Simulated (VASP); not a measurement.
# Pb2O (Pn-3m) in VASP: further runs, part 2 of 2

VASP 6.6.1.

### Step 4. Single point, PBE

This run uses another cell than the first one, of 27.36 Å³/atom, 1.054 times its volume.

The input, INCAR:

```
PREC = Accurate
ENCUT = 520
EDIFF = 1E-6
ISMEAR = 0
SIGMA = 0.1
LREAL = False
LASPH = True
NELM = 80
ALGO = Normal
ISIF = 2
LWAVE = False
LCHARG = True
GGA = PE
LELF = True
LVHAR = True
NBANDS = 43
```

The input, KPOINTS:

```
regular mesh
0
Gamma
  8 8 8
```

The input, POSCAR:

```
Pb2O
1.0
    5.4753739830      0.0000000000      0.0000000000
    0.0000000000      5.4753739830      0.0000000000
    0.0000000000      0.0000000000      5.4753739830
Pb O
4 2
Direct
    0.2500000000      0.2500000000      0.2500000000
    0.7500000000      0.7500000000      0.2500000000
    0.2500000000      0.7500000000      0.7500000000
    0.7500000000      0.2500000000      0.7500000000
    0.0000000000      0.0000000000      0.0000000000
    0.5000000000      0.5000000000      0.5000000000
```

Potentials or basis: VASP PAW PBE potentials, release 64 (Pb_d, O).

Run with:

```console
$ cat potpaw_PBE.64/Pb_d/POTCAR potpaw_PBE.64/O/POTCAR > POTCAR
$ mpirun -np 1 vasp_std > vasp.out
```

OUTCAR:

```text
PREC = Accurate
   ENCUT = 520
   EDIFF = 1E-6
   ISMEAR = 0
   LREAL = False
   LASPH = True
   NELM = 80
   ISIF = 2
   GGA = PE

 ion  position               nearest neighbor table
   1  0.250  0.250  0.250-   5 2.37   6 2.37   4 3.87   2 3.87   3 3.87   3 3.87   4 3.87   2 3.87
                             3 3.87   3 3.87   2 3.87   4 3.87   4 3.87   2 3.87
   2  0.750  0.750  0.250-   5 2.37   6 2.37   4 3.87   1 3.87   3 3.87   3 3.87   4 3.87   1 3.87
                             4 3.87   4 3.87   1 3.87   3 3.87   3 3.87   1 3.87
   3  0.250  0.750  0.750-   5 2.37   6 2.37   4 3.87   1 3.87   2 3.87   1 3.87   2 3.87   1 3.87
                             4 3.87   1 3.87   2 3.87   4 3.87   2 3.87   4 3.87
   4  0.750  0.250  0.750-   5 2.37   6 2.37   3 3.87   1 3.87   2 3.87   1 3.87   2 3.87   2 3.87
                             3 3.87   2 3.87   1 3.87   3 3.87   1 3.87   3 3.87
   5  0.000  0.000  0.000-   1 2.37   2 2.37   3 2.37   4 2.37
   6  0.500  0.500  0.500-   1 2.37   2 2.37   3 2.37   4 2.37

  LATTYP: Found a simple cubic cell.
 ALAT       =     5.4753739830

  Lattice vectors:

 A1 = (   5.4753739830,   0.0000000000,   0.0000000000)
 A2 = (   0.0000000000,   5.4753739830,   0.0000000000)
 A3 = (   0.0000000000,   0.0000000000,   5.4753739830)

[... 191 lines left out ...]

 k-point     1 :       0.0000    0.0000    0.0000
  band No.  band energies     occupation
      1     -13.7133      2.00000
      2     -12.6032      2.00000
      3     -11.9934      2.00000
      4     -11.9934      2.00000
      5     -11.9484      2.00000
      6     -11.9484      2.00000
[... 1093 lines left out ...]
     42       9.8734      0.00000
     43      11.3903      0.00000

 [... further k-points ...]

------------------------ aborting loop because EDIFF is reached ----------------------------------------

  FORCE on cell =-STRESS in cart. coord.  units (eV):
  Direction    XX          YY          ZZ          XY          YZ          ZX
  --------------------------------------------------------------------------------------
  -------------------------------------------------------------------------------------
  Total        0.0088531      0.0088531      0.0088531      0.0000000     -0.0000000      0.0000000
  in kB        0.0864098      0.0864098      0.0864098      0.0000000     -0.0000000      0.0000000
  external PRESSURE =       0.0864098 kB  Pullay stress =       0.0000000 kB

 VOLUME and BASIS-vectors are now :
 -----------------------------------------------------------------------------
  energy-cutoff  :      520.00
  volume of cell :      164.15
      direct lattice vectors                 reciprocal lattice vectors
     5.475373983  0.000000000  0.000000000     0.182635926  0.000000000  0.000000000
     0.000000000  5.475373983  0.000000000     0.000000000  0.182635926  0.000000000
     0.000000000  0.000000000  5.475373983     0.000000000  0.000000000  0.182635926

 POSITION                                       TOTAL-FORCE (eV/Angst)
 -----------------------------------------------------------------------------------
      1.36884      1.36884      1.36884        -0.000000      0.000000      0.000000
      4.10653      4.10653      1.36884         0.000000     -0.000000     -0.000000
      1.36884      4.10653      4.10653         0.000000     -0.000000     -0.000000
      4.10653      1.36884      4.10653        -0.000000     -0.000000     -0.000000
      0.00000      0.00000      0.00000         0.000000      0.000000      0.000000
      2.73769      2.73769      2.73769         0.000000      0.000000      0.000000
 -----------------------------------------------------------------------------------
    total drift:                                0.000000      0.000000     -0.000000

  FREE ENERGIE OF THE ION-ELECTRON SYSTEM (eV)
  ---------------------------------------------------
  free  energy   TOTEN  =       -26.5774707720 eV

  energy  without entropy=      -26.5692630665  energy(sigma->0) =      -26.57336692
```

OSZICAR:

```text
N       E                     dE             d eps       ncg     rms          rms(c)
DAV:   1     0.856878112521E+03    0.85688E+03   -0.32286E+04  3010   0.182E+03
DAV:   2     0.980026697785E+02   -0.75888E+03   -0.73893E+03  3018   0.498E+02
DAV:   3    -0.237399236568E+02   -0.12174E+03   -0.11741E+03  3920   0.221E+02
[... 11 lines left out ...]
DAV:  15    -0.265776190695E+02    0.12473E-02   -0.37858E-03  4343   0.301E-01    0.125E-01
DAV:  16    -0.265774588315E+02    0.16024E-03   -0.12025E-03  4670   0.177E-01    0.178E-02
DAV:  17    -0.265774831786E+02   -0.24347E-04   -0.11090E-04  4052   0.718E-02    0.283E-02
DAV:  18    -0.265774728597E+02    0.10319E-04   -0.15535E-05  3287   0.281E-02    0.133E-02
DAV:  19    -0.265774706549E+02    0.22048E-05   -0.24902E-05  3745   0.235E-02    0.757E-03
DAV:  20    -0.265774707720E+02   -0.11710E-06   -0.21153E-06  2704   0.860E-03
   1 F= -.26577471E+02 E0= -.26573367E+02  d E =-.820771E-02
```

Run time: 5.8 min. Hardware: 1 thread of Intel Xeon Platinum 8259CL at 2.50GHz (Skylake/Cascade Lake), shared host; peak memory 0.36 GiB.

Results:

```yaml
Free_energy: -26.5775 eV
Pressure: 0.0 GPa
Band_gap_on_the_k_mesh: zero (band 34 reaches 4.62 eV, above the bottom of band 35 at 3.78 eV)
```

Levels at points of the mesh, in eV from the Fermi level:
```csv
k point,band 32,band 33,band 34,band 35,band 36,band 37
"(0.00, 0.00, 0.00)",-0.59,-0.59,-0.59,2.05,2.05,2.05
"(0.50, 0.00, 0.00)",-0.96,-0.49,-0.49,0.98,0.98,1.93
"(0.50, 0.50, 0.00)",-1.21,-0.07,-0.07,1.35,1.35,1.91
"(0.50, 0.50, 0.50)",-0.82,-0.74,-0.74,-0.74,1.35,4.42
```

Caveat: spin-orbit coupling is left out, which moves the levels of the heavy elements.
